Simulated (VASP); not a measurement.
# Si2Mo (P6_222) in VASP: a series of runs, part 2 of 2

VASP 6.6.1. Earlier steps stand in the parts before.

**3. Single point, PBE**

This run uses another cell than the first one, of 13.53 Å³/atom, 1.018 times its volume.

INCAR reads:

```
PREC = Accurate ; ENCUT = 520
EDIFF = 1E-6 ; ISMEAR = -1
SIGMA = 0.02 ; LREAL = False
LASPH = True ; NELM = 100
ALGO = Normal ; ISIF = 2
LWAVE = False ; LCHARG = False
GGA = PE ; NBANDS = 43
```

KPOINTS reads:

```
regular mesh
0
Gamma
  6 6 4
```

POSCAR reads:

```
Si2Mo
1.0
    4.6130404344      0.0000000000      0.0000000000
   -2.3065202172      3.9950102049      0.0000000000
    0.0000000000      0.0000000000      6.6095700362
Si Mo
6 3
Direct
    0.1639754872      0.8360245128      0.8333333333
    0.3279509744      0.1639754872      0.1666666667
    0.8360245128      0.6720490256      0.5000000000
    0.8360245128      0.1639754872      0.8333333333
    0.6720490256      0.8360245128      0.1666666667
    0.1639754872      0.3279509744      0.5000000000
    0.5000000000      0.0000000000      0.5000000000
    0.0000000000      0.5000000000      0.1666666667
    0.5000000000      0.5000000000      0.8333333333
```

Potentials or basis: VASP PAW PBE potentials, release 64 (Si, Mo_sv).

On the command line:

```
> cat potpaw_PBE.64/Si/POTCAR potpaw_PBE.64/Mo_sv/POTCAR > POTCAR
> mpirun -np 1 vasp_std > vasp.out
```

OUTCAR:

```text
PREC = Accurate
   ENCUT = 520
   EDIFF = 1E-6
   ISMEAR = -1
   LREAL = False
   LASPH = True
   NELM = 100
   ISIF = 2
   GGA = PE

 ion  position               nearest neighbor table
   1  0.164  0.836  0.833-   3 2.56   2 2.56   7 2.58   8 2.58   4 2.62   9 2.65   9 2.65   9 2.68
                             4 2.69   4 2.69
   2  0.328  0.164  0.167-   6 2.56   1 2.56   7 2.58   9 2.58   5 2.62   8 2.65   8 2.65   8 2.68
                             5 2.69   5 2.69
   3  0.836  0.672  0.500-   1 2.56   5 2.56   8 2.58   9 2.58   6 2.62   7 2.65   7 2.65   7 2.68
                             6 2.69   6 2.69
   4  0.836  0.164  0.833-   6 2.56   5 2.56   7 2.58   8 2.58   1 2.62   9 2.65   9 2.65   9 2.68
                             1 2.69   1 2.69
   5  0.672  0.836  0.167-   3 2.56   4 2.56   7 2.58   9 2.58   2 2.62   8 2.65   8 2.65   8 2.68
                             2 2.69   2 2.69
   6  0.164  0.328  0.500-   2 2.56   4 2.56   8 2.58   9 2.58   3 2.62   7 2.65   7 2.65   7 2.68
                             3 2.69   3 2.69
   7  0.500  0.000  0.500-   1 2.58   2 2.58   4 2.58   5 2.58   6 2.65   3 2.65   6 2.65   3 2.65
                             6 2.68   3 2.68   8 3.19   9 3.19   9 3.19   8 3.19
   8  0.000  0.500  0.167-   3 2.58   6 2.58   4 2.58   1 2.58   5 2.65   2 2.65   2 2.65   5 2.65
                             5 2.68   2 2.68   7 3.19   7 3.19   9 3.19   9 3.19
   9  0.500  0.500  0.833-   3 2.58   6 2.58   5 2.58   2 2.58   1 2.65   4 2.65   1 2.65   4 2.65
                             1 2.68   4 2.68   7 3.19   7 3.19   8 3.19   8 3.19

  LATTYP: Found a hexagonal cell.
 ALAT       =     4.6130404344
 C/A-ratio  =     1.4328012360

  Lattice vectors:

 A1 = (   4.6130404344,   0.0000000000,   0.0000000000)
 A2 = (  -2.3065202172,   3.9950102049,   0.0000000000)
 A3 = (   0.0000000000,   0.0000000000,   6.6095700362)

Analysis of symmetry for initial positions (statically):
=====================================================================
 Subroutine PRICEL returns:
 Original cell was already a primitive cell.

 Routine SETGRP: Setting up the symmetry group for a
 hexagonal supercell.

 Subroutine GETGRP returns: Found 12 space group operations
 (whereof  4 operations were pure point group operations)
 out of a pool of 24 trial point group operations.

The static configuration has the point symmetry D_2 .
 The point group associated with its full space group is D_6 .

Analysis of symmetry for dynamics (positions and initial velocities):
=====================================================================
 Subroutine PRICEL returns:
 Original cell was already a primitive cell.

 Routine SETGRP: Setting up the symmetry group for a
 hexagonal supercell.

 Subroutine GETGRP returns: Found 12 space group operations
 (whereof  4 operations were pure point group operations)
 out of a pool of 24 trial point group operations.

The dynamic configuration has the point symmetry D_2 .
 The point group associated with its full space group is D_6 .

 Subroutine INISYM returns: Found 12 space group operations
 (whereof  4 operations are pure point group operations),
 and found     1 'primitive' translations

----------------------------------------------------------------------------------------

                                     Primitive cell

  volume of cell :     121.8087

  direct lattice vectors                    reciprocal lattice vectors
[... 61 lines left out ...]
  0.500000  0.000000  0.000000      3.000000
  0.166667  0.166667  0.000000      6.000000
  0.333333  0.166667  0.000000     12.000000
[... 13 lines left out ...]
  0.333333  0.166667  0.500000     12.000000
  0.333333  0.333333  0.500000      2.000000
   k-points           NKPTS =     21   k-points in BZ     NKDIM =     21   number of bands    NBANDS=     43
   number of dos      NEDOS =    301   number of ions     NIONS =      9
   total plane-waves  NPLWV =  64800
   dimension x,y,z NGX =    36 NGY =   36 NGZ =   50
   dimension x,y,z NGXF=    72 NGYF=   72 NGZF=  100
   ions per type =               6   3
   NGX,Y,Z   is equivalent  to a cutoff of  12.97, 12.97, 12.58 a.u.
   NGXF,Y,Z  is equivalent  to a cutoff of  25.95, 25.95, 25.15 a.u.
 SYSTEM =  unknown system
   PREC   = accura    normal or accurate (medium, high low for compatibility)
   ISTART =      0    job   : 0-new  1-cont  2-samecut
   ICHARG =      2    charge: 1-file 2-atom 10-const
   ISPIN  =      1    spin polarized calculation?
   LNONCOLLINEAR =      F non collinear calculations
   LSORBIT =      F    spin-orbit coupling
   LASPH  =      T    aspherical Exc in radial PAW
   ENCUT  =  520.0 eV  38.22 Ry    6.18 a.u.   8.58  8.58 12.29*2*pi/ulx,y,z
   NELM   =    100;   NELMIN=  2; NELMDL= -5     # of ELM steps
   EDIFF  = 0.1E-05   stopping-criterion for ELM
   LREAL  =      F    real-space projection
   EDIFFG = 0.1E-04   stopping-criterion for IOM
   NSW    =      0    number of steps for IOM
   IBRION =     -1    ionic relax: 0-MD 1-quasi-New 2-CG
   NFREE  =      0    steps in history (QN), initial steepest desc. (CG)
   ISIF   =      2    stress and relaxation
   ISYM   =      2    0-nonsym 1-usesym 2-fastsym
   POTIM  = 0.5000    time-step for ionic-motion
   TEBEG  =    0.0;   TEEND  =   0.0 temperature during run
   PSTRESS=    0.0 pullay stress
   NELECT =      66.0000    total number of electrons
   NUPDOWN=      -1.0000    fix difference up-down
   EMIN   =  10.00;   EMAX   =-10.00  energy-range for DOS
   EFERMI =   0.00;   METHOD = LEGACY
   ISMEAR =    -1;   SIGMA  =   0.02  broadening in eV -4-tet -1-fermi 0-gaus
   EFERMI_NEDOS =   21; number of points for ismear=-14 and -15
   IALGO  =     38    algorithm
   IMIX   =      4    mixing-type and parameters
     AMIX     =   0.40;   BMIX     =  1.00
     AMIX_MAG =   1.60;   BMIX_MAG =  1.00
  volume/ion in A,a.u.               =      13.53        91.33
  Fermi-wavevector in a.u.,A,eV,Ry     =   1.334638  2.522099 24.235480  1.781258
  Thomas-Fermi vector in A             =   2.463404
   LORBIT       =      0    0 simple, 1 ext, 2 COOP (PROOUT), +10 PAW based schemes
   GGA     = PE    functional components
[... 5 lines left out ...]
 non-spin polarized calculation
  energy-cutoff  :      520.00
  volume of cell :      121.81
 maximum number of plane-waves:      3300
 NGX is ok and might be reduce to    36
   NGX = 17   NGY = 17   NGZ = 25

 number of electron      66.0000000 magnetization

 Free energy of the ion-electron system (eV)
  ---------------------------------------------------
  ext. energy  EPLUGINS =         0.00000000
  ---------------------------------------------------
  free energy    TOTEN  =       -69.53771310 eV

  energy without entropy =      -69.53688288  energy(sigma->0) =      -69.53729799

 E-fermi :  12.6917     XC(G=0): -12.3815

 val. band max:       12.6637745642   @ k =   0.5000   0.0000   0.5000
 cond. band min:      12.7196370631   @ k =   0.5000   0.0000   0.0000
 fundamental gap:      0.0558624989
 Fermi energy:        12.6917057976

 k-point     1 :       0.0000    0.0000    0.0000
  band No.  band energies     occupation
      1     -48.4958      2.00000
      2     -48.4677      2.00000
      3     -48.4677      2.00000
      4     -22.7257      2.00000
      5     -22.7225      2.00000
      6     -22.7225      2.00000
[... 955 lines left out ...]
     42      15.8433      0.00000
     43      16.0300      0.00000

------------------------ aborting loop because EDIFF is reached ----------------------------------------

  FORCE on cell =-STRESS in cart. coord.  units (eV):
  Direction    XX          YY          ZZ          XY          YZ          ZX
  --------------------------------------------------------------------------------------
  -------------------------------------------------------------------------------------
  Total        0.1310626      0.1310626      0.1054382      0.0000000      0.0000000      0.0000000
  in kB        1.7238960      1.7238960      1.3868516      0.0000000      0.0000000      0.0000000
  external PRESSURE =       1.6115479 kB  Pullay stress =       0.0000000 kB

 VOLUME and BASIS-vectors are now :
 -----------------------------------------------------------------------------
  energy-cutoff  :      520.00
  volume of cell :      121.81
      direct lattice vectors                 reciprocal lattice vectors
     4.613040434  0.000000000  0.000000000     0.216776769  0.125156126  0.000000000
    -2.306520217  3.995010205  0.000000000     0.000000000  0.250312252  0.000000000
     0.000000000  0.000000000  6.609570036     0.000000000  0.000000000  0.151295772

 POSITION                                       TOTAL-FORCE (eV/Angst)
 -----------------------------------------------------------------------------------
     -1.17188      3.33993      5.50798        -0.002717      0.001569     -0.000000
      1.13464      0.65508      1.10160        -0.002717     -0.001569     -0.000000
      2.30652      2.68484      3.30479         0.000000      0.003138     -0.000000
      3.47840      0.65508      5.50798         0.002717     -0.001569     -0.000000
      1.17188      3.33993      1.10160         0.002717      0.001569     -0.000000
      0.00000      1.31017      3.30479         0.000000     -0.003138     -0.000000
      2.30652      0.00000      3.30479         0.000000     -0.000000      0.000000
     -1.15326      1.99751      1.10160         0.000000     -0.000000      0.000000
      1.15326      1.99751      5.50798         0.000000     -0.000000     -0.000000
 -----------------------------------------------------------------------------------
    total drift:                               -0.000000     -0.000000      0.000001

  FREE ENERGIE OF THE ION-ELECTRON SYSTEM (eV)
  ---------------------------------------------------
  free  energy   TOTEN  =       -69.5377130963 eV

  energy  without entropy=      -69.5368828841  energy(sigma->0) =      -69.53729799
```

Wall time 94 s (1 thread of AMD EPYC 9R14 (Zen 4), shared host); peak memory 0.24 GiB.

What came out:

```
Free energy            : -69.5377 eV
Pressure               : 0.2 GPa
Largest force          : 0.003 eV/Å
Band gap on the k mesh : 0.06 eV, indirect (least direct gap 0.52 eV)
```

Forces in eV/Å, atoms in the order of the input:
```
Si  -0.003  0.002  0.000
Si  -0.003 -0.002  0.000
Si   0.000  0.003  0.000
Si   0.003 -0.002  0.000
Si   0.003  0.002  0.000
Si   0.000 -0.003  0.000
Mo   0.000  0.000  0.000
Mo   0.000  0.000  0.000
Mo   0.000  0.000  0.000
```

A k mesh can miss the band edges.

**4. Single point, r2SCAN**

POSCAR reads:

```
Si2Mo
1.0
    4.5840216858      0.0000000000      0.0000000000
   -2.2920108429      3.9698792314      0.0000000000
    0.0000000000      0.0000000000      6.5770742356
Si Mo
6 3
Direct
    0.1638644045      0.8361355955      0.8333333333
    0.3277288089      0.1638644045      0.1666666667
    0.8361355955      0.6722711911      0.5000000000
    0.8361355955      0.1638644045      0.8333333333
    0.6722711911      0.8361355955      0.1666666667
    0.1638644045      0.3277288089      0.5000000000
    0.5000000000      0.0000000000      0.5000000000
    0.0000000000      0.5000000000      0.1666666667
    0.5000000000      0.5000000000      0.8333333333
```

INCAR.step1 reads:

```
  ALGO = Normal
  EDIFF = 1E-4
  ENCUT = 520
  GGA = PE
  ISMEAR = -1
  LASPH = True
  LCHARG = False
  LREAL = False
  LWAVE = True
  NBANDS = 43
  NELM = 80
  PREC = Accurate
  SIGMA = 0.02
```

INCAR.step2 reads:

```
  ALGO = Normal
  EDIFF = 1E-6
  ENCUT = 520
  ISIF = 2
  ISMEAR = -1
  ISTART = 1
  LASPH = True
  LCHARG = True
  LELF = True
  LMIXTAU = True
  LREAL = False
  LVHAR = True
  LWAVE = False
  METAGGA = R2SCAN
  NBANDS = 43
  NELM = 80
  PREC = Accurate
  SIGMA = 0.02
```

KPOINTS reads:

```
k-points
0
Gamma
  6 6 4
```

Potentials or basis: VASP PAW PBE potentials, release 64 (Si, Mo_sv).

On the command line:

```
> cat potpaw_PBE.64/Si/POTCAR potpaw_PBE.64/Mo_sv/POTCAR > POTCAR
> cp INCAR.step1 INCAR
> mpirun -np 1 vasp_std > vasp.out
> cp INCAR.step2 INCAR
> mpirun -np 1 vasp_std > vasp.out
```

OUTCAR:

```text
EDIFF = 1E-6
   ENCUT = 520
   ISIF = 2
   ISMEAR = -1
   ISTART = 1
   LASPH = True
   LREAL = False
   METAGGA = R2SCAN
   NELM = 80
   PREC = Accurate

 ion  position               nearest neighbor table
   1  0.164  0.836  0.833-   3 2.55   2 2.55   7 2.57   8 2.57   4 2.60   9 2.64   9 2.64   9 2.67
                             4 2.67   4 2.67   6 3.14   5 3.14
   2  0.328  0.164  0.167-   6 2.55   1 2.55   7 2.57   9 2.57   5 2.60   8 2.64   8 2.64   8 2.67
                             5 2.67   5 2.67   3 3.14   4 3.14
   3  0.836  0.672  0.500-   5 2.55   1 2.55   9 2.57   8 2.57   6 2.60   7 2.64   7 2.64   7 2.67
                             6 2.67   6 2.67   4 3.14   2 3.14
   4  0.836  0.164  0.833-   6 2.55   5 2.55   7 2.57   8 2.57   1 2.60   9 2.64   9 2.64   9 2.67
                             1 2.67   1 2.67   3 3.14   2 3.14
   5  0.672  0.836  0.167-   3 2.55   4 2.55   7 2.57   9 2.57   2 2.60   8 2.64   8 2.64   8 2.67
                             2 2.67   2 2.67   6 3.14   1 3.14
   6  0.164  0.328  0.500-   2 2.55   4 2.55   9 2.57   8 2.57   3 2.60   7 2.64   7 2.64   7 2.67
                             3 2.67   3 2.67   5 3.14   1 3.14
   7  0.500  0.000  0.500-   1 2.57   4 2.57   2 2.57   5 2.57   3 2.64   6 2.64   6 2.64   3 2.64
                             6 2.67   3 2.67   8 3.17   9 3.17   9 3.17   8 3.17
[... 1171 lines left out ...]
     42      16.4200      0.00000
     43      16.7084      0.00000

------------------------ aborting loop because EDIFF is reached ----------------------------------------

  FORCE on cell =-STRESS in cart. coord.  units (eV):
  Direction    XX          YY          ZZ          XY          YZ          ZX
  --------------------------------------------------------------------------------------
  -------------------------------------------------------------------------------------
  Total        0.3004374      0.3004374      0.2837809     -0.0000000      0.0000000      0.0000000
  in kB        4.0216831      4.0216831      3.7987184     -0.0000000      0.0000000      0.0000000
  external PRESSURE =       3.9473615 kB  Pullay stress =       0.0000000 kB

 VOLUME and BASIS-vectors are now :
 -----------------------------------------------------------------------------
  energy-cutoff  :      520.00
  volume of cell :      119.69
      direct lattice vectors                 reciprocal lattice vectors
     4.584021686  0.000000000  0.000000000     0.218149055  0.125948416  0.000000000
    -2.292010843  3.969879231  0.000000000     0.000000000  0.251896832  0.000000000
     0.000000000  0.000000000  6.577074236     0.000000000  0.000000000  0.152043289

 POSITION                                       TOTAL-FORCE (eV/Angst)
 -----------------------------------------------------------------------------------
     -1.16527      3.31936      5.48090        -0.007786      0.004495      0.000000
      1.12674      0.65052      1.09618        -0.007786     -0.004495      0.000000
      2.29201      2.66884      3.28854        -0.000000      0.008990     -0.000000
      3.45728      0.65052      5.48090         0.007786     -0.004495      0.000000
      1.16527      3.31936      1.09618         0.007786      0.004495      0.000000
      0.00000      1.30104      3.28854        -0.000000     -0.008990     -0.000000
      2.29201      0.00000      3.28854        -0.000000      0.000000     -0.000000
     -1.14601      1.98494      1.09618        -0.000000      0.000000     -0.000000
      1.14601      1.98494      5.48090        -0.000000     -0.000000     -0.000000
 -----------------------------------------------------------------------------------
    total drift:                               -0.000000     -0.000000      0.000000

  FREE ENERGIE OF THE ION-ELECTRON SYSTEM (eV)
  ---------------------------------------------------
  free  energy   TOTEN  =      -134.7712829869 eV

  energy  without entropy=     -134.7711055525  energy(sigma->0) =     -134.77119427
```

OSZICAR.step1:

```text
N       E                     dE             d eps       ncg     rms          rms(c)
DAV:   1     0.547996226060E+03    0.54800E+03   -0.36931E+04  1926   0.149E+03
DAV:   2    -0.451543963372E+02   -0.59315E+03   -0.57264E+03  2048   0.398E+02
DAV:   3    -0.715293803285E+02   -0.26375E+02   -0.25807E+02  2356   0.726E+01
DAV:   4    -0.719753526573E+02   -0.44597E+00   -0.44310E+00  2212   0.882E+00
DAV:   5    -0.719825373620E+02   -0.71847E-02   -0.71696E-02  2214   0.118E+00    0.376E+01
DAV:   6    -0.699371572707E+02    0.20454E+01   -0.16395E+01  2123   0.188E+01    0.861E+00
DAV:   7    -0.696279966430E+02    0.30916E+00   -0.29004E+00  2087   0.751E+00    0.815E+00
DAV:   8    -0.695115566453E+02    0.11644E+00   -0.37863E-01  2155   0.329E+00    0.799E-01
DAV:   9    -0.695110834217E+02    0.47322E-03   -0.20063E-02  2371   0.558E-01    0.429E-01
DAV:  10    -0.695108772142E+02    0.20621E-03   -0.49672E-03  2115   0.400E-01    0.179E-01
DAV:  11    -0.695106345948E+02    0.24262E-03   -0.12249E-03  2142   0.182E-01    0.255E-02
DAV:  12    -0.695106328241E+02    0.17708E-05   -0.40653E-05  1109   0.316E-02
   1 F= -.69510633E+02 E0= -.69510190E+02  d E =-.886285E-03
```

It took 6.1 min on 1 thread of AMD EPYC 9R14 (Zen 4), shared host; peak memory 0.26 GiB.

Results:

```
Free energy            : -134.7713 eV
Pressure               : 0.4 GPa
Largest force          : 0.009 eV/Å
Band gap on the k mesh : 0.15 eV, indirect (least direct gap 0.69 eV)
```

Forces on the atoms (eV/Å):
```
Si  -0.008  0.004  0.000
Si  -0.008 -0.004  0.000
Si   0.000  0.009  0.000
Si   0.008 -0.004  0.000
Si   0.008  0.004  0.000
Si   0.000 -0.009  0.000
Mo   0.000  0.000  0.000
Mo   0.000  0.000  0.000
Mo   0.000  0.000  0.000
```

Caveat: the PAW data sets were made with another functional, which shifts forces and pressure a little.

**5. Single point, r2SCAN**

POSCAR is that of step 4.

INCAR.step1 reads:

```
SYSTEM = Si2Mo
PREC = Accurate ; ENCUT = 520
ISMEAR = -1 ; SIGMA = 0.02
LREAL = .FALSE. ; LASPH = .TRUE.
NELM = 100 ; NBANDS = 43
GGA = PE ; ALGO = Normal
EDIFF = 1E-4 ; LWAVE = .TRUE.
LCHARG = .FALSE.
```

INCAR.step2 reads:

```
SYSTEM = Si2Mo
PREC = Accurate ; ENCUT = 520
EDIFF = 1E-6 ; ISMEAR = -1
SIGMA = 0.02 ; LREAL = .FALSE.
LASPH = .TRUE. ; NELM = 100
ALGO = Normal ; ISIF = 2
LWAVE = .FALSE. ; LCHARG = .FALSE.
METAGGA = R2SCAN ; LMIXTAU = .TRUE.
NBANDS = 43 ; ISTART = 1
```

KPOINTS reads:

```
Automatic mesh
0
G
  6 6 4
  0 0 0
```

On the command line:

```
> cat potpaw_PBE.64/Si/POTCAR potpaw_PBE.64/Mo_sv/POTCAR > POTCAR
> cp INCAR.step1 INCAR
> mpirun -np 1 vasp_std > vasp.out
> cp INCAR.step2 INCAR
> mpirun -np 1 vasp_std > vasp.out
```

It took 5.8 min on 1 thread of AMD EPYC 9R14 (Zen 4), shared host; peak memory 0.26 GiB.

Results (log left out):

```
Free energy            : -134.7713 eV
Pressure               : 0.4 GPa
Largest force          : 0.009 eV/Å
Band gap on the k mesh : 0.15 eV, indirect (least direct gap 0.69 eV)
```

Forces in eV/Å, atoms in the order of the input:
```
Si  -0.008  0.004  0.000
Si  -0.008 -0.004  0.000
Si   0.000  0.009  0.000
Si   0.008 -0.004  0.000
Si   0.008  0.004  0.000
Si   0.000 -0.009  0.000
Mo   0.000  0.000  0.000
Mo   0.000  0.000  0.000
Mo   0.000  0.000  0.000
```

Levels at points of the mesh, in eV from the valence-band top:
```csv
k point,band 30,band 31,band 32,band 33,band 34,band 35,band 36,band 37
"(0.00, 0.00, 0.00)",-3.18,-2.92,-2.25,-0.86,2.23,2.56,2.56,2.73
"(0.50, 0.00, 0.00)",-2.25,-1.62,-1.10,-0.68,0.15,0.85,0.99,1.47
"(0.00, 0.00, 0.50)",-2.48,-2.27,-0.76,-0.76,2.04,2.52,2.59,2.59
"(0.50, 0.00, 0.50)",-2.82,-2.04,-1.28,0.00,0.69,1.23,1.52,1.54
```

Caveat: the PAW data sets were made with another functional, which shifts forces and pressure a little. A k mesh can miss the band edges.

**6. Overview**

```csv
level,cell,gap on the mesh (eV),pressure (GPa),largest force (eV/Å)
PBE,"a = 4.584, b = 4.584, c = 6.577 Å, angles 90.0, 90.0, 120.0°, 9 atoms",0.05,3.9,0.01
PBE,"a = 4.613, b = 4.613, c = 6.610 Å, angles 90.0, 90.0, 120.0°, 9 atoms",0.06,0.2,-
r2SCAN,"a = 4.584, b = 4.584, c = 6.577 Å, angles 90.0, 90.0, 120.0°, 9 atoms",0.15,0.4,0.01
```

Alike in all rows: task single point; potentials or basis VASP PAW PBE potentials, release 64 (Si, Mo_sv); no spin polarisation; k mesh 6 × 6 × 4; cutoff (eV) 520; smearing fermi-dirac 0.02 eV.

Caveats: the PAW data sets were made with another functional, which shifts forces and pressure a little (some runs).

Total energies depend on the potentials used, so only differences within one code and one set of settings carry meaning.
